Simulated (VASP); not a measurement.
Here is a VASP 6.6.1 calculation.

The input INCAR:

```
SYSTEM = Pt
ALGO = Normal ; DIPOL = 0.5 0.5 0.500
EDIFF = 1E-6 ; EDIFFG = -0.03
ENCUT = 520 ; GGA = PS
IBRION = 2 ; IDIPOL = 3
ISIF = 2 ; ISMEAR = 0
LASPH = .TRUE. ; LCHARG = .FALSE.
LDIPOL = .TRUE. ; LREAL = .FALSE.
LWAVE = .FALSE. ; NELM = 60
NSW = 90 ; PREC = Accurate
SIGMA = 0.1
```

Contents of KPOINTS:

```
k-points
0
G
  12 12 1
  0 0 0
```

File POSCAR:

```
Pt
1.0
    2.7704872829      0.0000000000      0.0000000000
   -1.3852436415      2.3993123679      0.0000000000
    0.0000000000      0.0000000000     23.7862801820
Pt
4
Selective dynamics
Direct
    0.6666666667      0.3333333333      0.3573488555  F F F
    0.3333333333      0.6666666667      0.4524496185  F F F
    0.0000000000      0.0000000000      0.5475503815  T T T
    0.6666666667      0.3333333333      0.6426511445  T T T
```

Potentials or basis: VASP PAW PBE potentials, release 64 (Pt).

Launch:

```sh
$ cat potpaw_PBE.64/Pt/POTCAR > POTCAR
$ mpirun -np 1 vasp_std > vasp.out
```

(1) Predict the energy gained by relaxing.

(2) What does it give for the band gap on the k mesh?

## Answers

(1) 0.6 meV/atom.

(2) zero (band 20 reaches 1.19 eV, above the bottom of band 21 at -0.29 eV).

Caveat: spin-orbit coupling is left out, which moves the levels of the heavy elements.
